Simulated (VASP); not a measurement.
A run of VASP 6.6.1 is set up as follows.

File INCAR:

```
  PREC = Accurate
  ENCUT = 520
  EDIFF = 1E-6
  ISMEAR = 0
  SIGMA = 0.01
  LREAL = F
  LASPH = T
  NELM = 60
  ALGO = Normal
  ISIF = 2
  LWAVE = F
  LCHARG = F
  GGA = CA
  NBANDS = 16
```

File KPOINTS:

```
regular mesh
0
Gamma
  10 10 10
```

The input POSCAR:

```
SrC2
1.0
   -1.9394091320      1.9394091320      3.2879871658
    1.9394091320     -1.9394091320      3.2879871658
    1.9394091320      1.9394091320     -3.2879871658
Sr C
1 2
Direct
    0.0000000000      0.0000000000      0.0000000000
    0.4050882625      0.4050882625      0.0000000000
    0.5949117375      0.5949117375      0.0000000000
```

Potentials or basis: VASP PAW LDA potentials, release 64 (Sr_sv, C).

Launch:

```bash
$ cat potpaw_LDA.64/Sr_sv/POTCAR potpaw_LDA.64/C/POTCAR > POTCAR
$ mpirun -np 1 vasp_std > vasp.out
```

(1) What does it give for the largest force?

(2) Estimate the band gap on the k mesh.

Results:

(1) 0.096 eV/Å.

(2) 0.96 eV (least direct gap 1.95 eV).
